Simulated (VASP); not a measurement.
NaH, 2 atoms in the cell. Symmetry: Fm-3m, No. 225, cubic system. Conventional cell: a = 4.880 Å, b = 4.880 Å, c = 4.880 Å, α = 90.00°, β = 90.00°, γ = 90.00°. Na (site symmetry m-3m) has 6 H at 2.44 Å within 3.2 Å. Within 3.2 Å of H (site symmetry m-3m) lie 6 Na at 2.44 Å. 

```yaml
Program: VASP 6.6.1
Task: single point
Functional: PBE
Potentials_or_basis: VASP PAW PBE potentials, release 64 (Na_pv, H)
Cutoff: 520 eV
k_mesh: 8 × 8 × 8
Occupations: gaussian, width 0.05 eV
Spin: no spin polarisation
Dipole_correction: no
Further_INCAR_settings: ALGO = Normal; EDIFF = 1e-06; NBANDS = 11
```

Potentials or basis: VASP PAW PBE potentials, release 64 (Na_pv, H).

Launch:

```bash
$ cat potpaw_PBE.64/Na_pv/POTCAR potpaw_PBE.64/H/POTCAR > POTCAR
$ mpirun -np 1 vasp_std > vasp.out
```

Hardware: 1 thread of Intel Xeon 6975P-C, on a shared host.

Estimate the wall time of this run.

It took 7.2 s on 1 thread of Intel Xeon 6975P-C (shared host), peak memory 0.15 GiB. Counts: scf iterations 12, k points 29.
